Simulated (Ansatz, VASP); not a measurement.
Hf in VASP and in Ansatz

```
Hf
1.0
     3.16023    0.00000    0.00000
     0.00000    4.99622    0.00000
     0.00000    0.00000   25.03509
Hf
8
Direct
  0.00000 0.75000 0.29958
  0.00000 0.25000 0.37246
  0.50000 0.75000 0.40890
  0.50000 0.25000 0.48178
  0.00000 0.75000 0.51822
  0.00000 0.25000 0.59110
  0.50000 0.75000 0.62754
  0.50000 0.25000 0.70042
```

Alike in both runs: task single point; functional PBEsol; k mesh 11 × 7 × 1; occupations gaussian, width 0.1 eV; no spin polarisation.

```csv
,VASP,Ansatz
version,VASP 6.6.1,Ansatz 0.2.0
potentials or method,"VASP PAW PBE potentials, release 64 (Hf_pv), cutoff 520 eV","scalar-relativistic, plane waves, PAW"
valence electrons in the cell,80,208
```

```tsv
	VASP	Ansatz	Ansatz less VASP
gap on the k mesh at the Fermi level (eV)	none	none	-
rms of the force components (eV/Å)	0.517	0.506	-0.0108
work function, face that differs most (eV)	3.44	3.44	-0.003
```

VASP's potentials were made for PBE, not for PBEsol. Atom by atom the forces differ by 0.012 eV/Å (rms over components). A gap of «none» marks a metal or a gap that the smearing closes. VASP's potentials hold 80 valence electrons a cell and Ansatz's 208, so a difference there can come from the potentials and not from the codes. Ansatz's warnings: xc potential rough in thin density.

Spin-orbit coupling is off throughout.
